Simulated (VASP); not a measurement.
# Sb (I4/mmm) in VASP: notebook, part 2 of 3

VASP 6.6.1. Earlier steps stand in the parts before.

## Step 4: Single point, PBE0

This run uses another cell than the first one, of 26.42 Å³/atom.

The input, POSCAR:

```
Sb
1.0
   -1.5659590577      1.5659590577      2.6937369538
    1.5659590577     -1.5659590577      2.6937369538
    1.5659590577      1.5659590577     -2.6937369538
Sb
1
Direct
    0.0000000000      0.0000000000      0.0000000000
```

The input, INCAR.step1:

```
ALGO     = Normal         # electronic algorithm
EDIFF    = 1E-5           # SCF threshold, eV
ENCUT    = 400            # plane-wave cutoff, eV
GGA      = PE             # functional
GGA_COMPAT= False        
ISIF     = 2              # what is computed and relaxed
ISMEAR   = -1             # smearing method
LASPH    = True           # aspherical terms in the spheres
LCHARG   = False          # write CHGCAR
LREAL    = False          # projectors in reciprocal space
LWAVE    = True           # write WAVECAR
NBANDS   = 14             # bands
NELM     = 120            # most SCF steps
PREC     = Accurate       # precision mode
SIGMA    = 0.05           # smearing width, eV
```

The input, INCAR.step2:

```
AEXX     = 0.25           # exact-exchange fraction
ALGO     = Normal         # electronic algorithm
EDIFF    = 1E-6           # SCF threshold, eV
ENCUT    = 400            # plane-wave cutoff, eV
GGA      = PE             # functional
GGA_COMPAT= False        
ISIF     = 2              # what is computed and relaxed
ISMEAR   = -1             # smearing method
ISTART   = 1            
LASPH    = True           # aspherical terms in the spheres
LCHARG   = False          # write CHGCAR
LHFCALC  = True           # exact exchange
LREAL    = False          # projectors in reciprocal space
LWAVE    = False          # write WAVECAR
NBANDS   = 14             # bands
NELM     = 120            # most SCF steps
PREC     = Accurate       # precision mode
PRECFOCK = Normal       
SIGMA    = 0.05           # smearing width, eV
```

The input, KPOINTS:

```
k-points
0
Gamma
  6 6 6
```

Potentials or basis: VASP PAW PBE potentials, release 64 (Sb_d_GW).

On the command line:

```sh
$ cat potpaw_PBE.64/Sb_d_GW/POTCAR > POTCAR
$ cp INCAR.step1 INCAR
$ mpirun -np 1 vasp_std > vasp.out
$ cp INCAR.step2 INCAR
$ mpirun -np 1 vasp_std > vasp.out
```

OUTCAR:

```text
AEXX = 0.25
   EDIFF = 1E-6
   ENCUT = 400
   GGA = PE
   ISIF = 2
   ISMEAR = -1
   ISTART = 1
   LASPH = True
   LHFCALC = True
   LREAL = False
   NELM = 120
   PREC = Accurate
   PRECFOCK = Normal

 ion  position               nearest neighbor table
   1  0.000  0.000  0.000-

  LATTYP: Found a body centered tetragonal cell.
 ALAT       =     3.1319181154
 C/A-ratio  =     1.7201835135

  Lattice vectors:

 A1 = (  -1.5659590577,   1.5659590577,   2.6937369538)
 A2 = (   1.5659590577,  -1.5659590577,   2.6937369538)
 A3 = (   1.5659590577,   1.5659590577,  -2.6937369538)

Analysis of symmetry for initial positions (statically):
=====================================================================
 Subroutine PRICEL returns:
 Original cell was already a primitive cell.

 Routine SETGRP: Setting up the symmetry group for a
 body centered tetragonal supercell.

 Subroutine GETGRP returns: Found 16 space group operations
 (whereof 16 operations were pure point group operations)
 out of a pool of 16 trial point group operations.

The static configuration has the point symmetry D_4h.

Analysis of symmetry for dynamics (positions and initial velocities):
=====================================================================
 Subroutine PRICEL returns:
 Original cell was already a primitive cell.

 Routine SETGRP: Setting up the symmetry group for a
 body centered tetragonal supercell.

 Subroutine GETGRP returns: Found 16 space group operations
 (whereof 16 operations were pure point group operations)
 out of a pool of 16 trial point group operations.

The dynamic configuration has the point symmetry D_4h.

 Subroutine INISYM returns: Found 16 space group operations
 (whereof 16 operations are pure point group operations),
 and found     1 'primitive' translations

----------------------------------------------------------------------------------------

                                     Primitive cell

  volume of cell :      26.4226

  direct lattice vectors                    reciprocal lattice vectors
    -1.565959058  1.565959058  2.693736954     0.000000000  0.319293150  0.185615748
     1.565959058 -1.565959058  2.693736954     0.319293150  0.000000000  0.185615748
     1.565959058  1.565959058 -2.693736954     0.319293150  0.319293150  0.000000000

  length of vectors
     3.487215840  3.487215840  3.487215840     0.369325495  0.369325495  0.451548703

  position of ions in fractional coordinates (direct lattice)
     0.000000000  0.000000000  0.000000000

  ion indices of the primitive-cell ions
   primitive index   ion index
                 1           1

----------------------------------------------------------------------------------------

 KPOINTS: k-points

Automatic generation of k-mesh.
 Grid dimensions read from file:
 generate k-points for:    6    6    6

 Generating k-lattice:

  Cartesian coordinates                     Fractional coordinates (reciprocal lattice)
     0.000000000  0.053215525  0.030935958     0.166666667  0.000000000  0.000000000
[... 45 lines left out ...]
   dimension x,y,z NGXF=    48 NGYF=   48 NGZF=   48
   ions per type =               1
   NGX,Y,Z   is equivalent  to a cutoff of  11.44, 11.44, 11.44 a.u.
   NGXF,Y,Z  is equivalent  to a cutoff of  22.88, 22.88, 22.88 a.u.
 SYSTEM =  unknown system
   PREC   = accura    normal or accurate (medium, high low for compatibility)
   ISTART =      1    job   : 0-new  1-cont  2-samecut
   ICHARG =      0    charge: 1-file 2-atom 10-const
   ISPIN  =      1    spin polarized calculation?
   LNONCOLLINEAR =      F non collinear calculations
   LSORBIT =      F    spin-orbit coupling
   LASPH  =      T    aspherical Exc in radial PAW
   ENCUT  =  400.0 eV  29.40 Ry    5.42 a.u.   5.69  5.69  5.69*2*pi/ulx,y,z
   NELM   =    120;   NELMIN=  2; NELMDL=  0     # of ELM steps
   EDIFF  = 0.1E-05   stopping-criterion for ELM
   LREAL  =      F    real-space projection
   EDIFFG = 0.1E-04   stopping-criterion for IOM
   NSW    =      0    number of steps for IOM
   IBRION =     -1    ionic relax: 0-MD 1-quasi-New 2-CG
   NFREE  =      0    steps in history (QN), initial steepest desc. (CG)
   ISIF   =      2    stress and relaxation
   ISYM   =      3    0-nonsym 1-usesym 2-fastsym
   POTIM  = 0.5000    time-step for ionic-motion
   TEBEG  =    0.0;   TEEND  =   0.0 temperature during run
   PSTRESS=    0.0 pullay stress
   NELECT =      15.0000    total number of electrons
   NUPDOWN=      -1.0000    fix difference up-down
   EMIN   =  10.00;   EMAX   =-10.00  energy-range for DOS
   EFERMI =   0.00;   METHOD = LEGACY
   ISMEAR =    -1;   SIGMA  =   0.05  broadening in eV -4-tet -1-fermi 0-gaus
   EFERMI_NEDOS =   21; number of points for ismear=-14 and -15
   IALGO  =     38    algorithm
   IMIX   =      1    mixing-type and parameters
     AMIX     =   0.40;   BMIX     =  1.00
     AMIX_MAG =   1.60;   BMIX_MAG =  1.00
  volume/ion in A,a.u.               =      26.42       178.31
  Fermi-wavevector in a.u.,A,eV,Ry     =   1.355543  2.561605 25.000657  1.837496
  Thomas-Fermi vector in A             =   2.482622
   LORBIT       =      0    0 simple, 1 ext, 2 COOP (PROOUT), +10 PAW based schemes
   GGA     = PE    functional components
   LHFCALC =     T    Hartree Fock is set to
   PRECFOCK=normal    Normal, Fast or Accurate (Low or Medium for compatibility)
   ENCUT4O =  -1.0   cutoff for four orbital integrals eV
   NKREDX  =     1    reduce k-point grid by
   NKREDY  =     1    reduce k-point grid by
   NKREDZ  =     1    reduce k-point grid by
   AEXX    =    0.2500 exact exchange contribution
   HFSCREEN=    0.0000 screening length (either q_TF or 0.3 A-1)
   HFSCREENC=   0.0000 screening length for correlation (either q_TF or 0.3 A-1)
   ENCUTFOCK=  -1.0 apply spherical cutoff to Coloumb kernel
   IVDW    =     0    specifies the selected vdW correction
   LEPSILON=     F    determine dielectric tensor
   LRPA    =     F    only Hartree local field effects (RPA)
 non-spin polarized calculation
  energy-cutoff  :      400.00
  volume of cell :       26.42
 maximum number of plane-waves:       501
  NGX = 18; NGY = 18; NGZ = 18

 number of electron      15.0000015 magnetization

 Free energy of the ion-electron system (eV)
  ---------------------------------------------------
  ext. energy  EPLUGINS =         0.00000000
  ---------------------------------------------------
  free energy    TOTEN  =        -5.15372514 eV

  energy without entropy =       -5.15196113  energy(sigma->0) =       -5.15284313

 E-fermi :   7.1040     XC(G=0):  -8.4646

 val. band max:        6.1393902738   @ k =  -0.3333   0.3333   0.0000
 cond. band min:       7.2400637393   @ k =   0.5000   0.3333   0.0000
 fundamental gap:      1.1006734655
 Fermi energy:         7.1039905054

 k-point     1 :       0.0000    0.0000    0.0000
  band No.  band energies     occupation
      1     -25.8575      2.00000
      2     -25.8407      2.00000
      3     -25.7920      2.00000
      4     -25.7920      2.00000
      5     -25.7000      2.00000
      6      -8.5828      2.00000
      7      12.3772      0.00000
      8      13.1987      0.00000
      9      13.1987      0.00000
     10      17.6636      0.00000
     11      18.2402      0.00000
     12      19.0133      0.00000
     13      19.1175      0.00000
     14      19.1213      0.00000
[... 377 lines left out ...]
      1     -25.8547      2.00000
      2     -25.8264      2.00000
      3     -25.7719      2.00000
      4     -25.7636      2.00000
      5     -25.7024      2.00000
      6      -6.7229      2.00000
      7       5.0480      2.00000
      8       7.8409      0.00000
      9      11.2166      0.00000
     10      15.0827      0.00000
     11      18.0201      0.00000
     12      20.2892      0.00000
     13      23.4344      0.00000
     14      24.3797      0.00000

 [... further k-points ...]

------------------------ aborting loop because EDIFF is reached ----------------------------------------

  FORCE on cell =-STRESS in cart. coord.  units (eV):
  Direction    XX          YY          ZZ          XY          YZ          ZX
  --------------------------------------------------------------------------------------
  -------------------------------------------------------------------------------------
  Total        0.2160777      0.2160777     -0.3639707      0.0000000     -0.0000000      0.0000000
  in kB       13.1022094     13.1022094    -22.0699354      0.0000000     -0.0000000      0.0000000
  external PRESSURE =       1.3781611 kB  Pullay stress =       0.0000000 kB

 VOLUME and BASIS-vectors are now :
 -----------------------------------------------------------------------------
  energy-cutoff  :      400.00
  volume of cell :       26.42
      direct lattice vectors                 reciprocal lattice vectors
    -1.565959058  1.565959058  2.693736954     0.000000000  0.319293150  0.185615748
     1.565959058 -1.565959058  2.693736954     0.319293150  0.000000000  0.185615748
     1.565959058  1.565959058 -2.693736954     0.319293150  0.319293150  0.000000000

 POSITION                                       TOTAL-FORCE (eV/Angst)
 -----------------------------------------------------------------------------------
      0.00000      0.00000      0.00000         0.000000     -0.000000     -0.000000
 -----------------------------------------------------------------------------------
    total drift:                                0.000000      0.000000      0.000002

  FREE ENERGIE OF THE ION-ELECTRON SYSTEM (eV)
  ---------------------------------------------------
  free  energy   TOTEN  =        -5.1537251440 eV

  energy  without entropy=       -5.1519611255  energy(sigma->0) =       -5.15284313
```

Wall time 31 min (1 thread of Intel Xeon Platinum 8488C (Sapphire Rapids), shared host); peak memory 0.16 GiB.

Results:

```
Free energy            : -5.1537 eV
Pressure               : 0.1 GPa
Band gap on the k mesh : zero (an odd number of electrons rules out a gap without spin polarisation)
```

Stress tensor (GPa, compression positive):
```
 1.31  0.00  0.00
 0.00  1.31  0.00
 0.00  0.00 -2.21
```

Levels at points of the mesh, in eV from the Fermi level:
```
           k point  band 6  band 7  band 8  band 9  band 10  band 11
(0.00, 0.00, 0.00)  -15.69    5.27    6.09    6.09    10.56    11.14
(0.50, 0.00, 0.00)  -11.20   -7.78    1.88    6.02     6.53    10.99
(0.50, 0.50, 0.00)   -8.25   -6.15   -2.13    0.50     3.56     4.48
(0.50, 0.50, 0.50)  -11.35   -7.62    2.17    2.17     6.20     6.52
```

Caveat: the k points lie up to 0.39 Å⁻¹ apart, too coarse for converged energies and pressures of a metal; the PAW data sets were made with another functional, which shifts forces and pressure a little; spin-orbit coupling is left out, which moves the levels of the heavy elements; an odd number of electrons without spin polarisation forces a metal; a magnetic or distorted state may lie lower.

(Part 2 of 3 ends here.)

The gap in the log of VASP goes by the Fermi energy; the results here count the filled bands.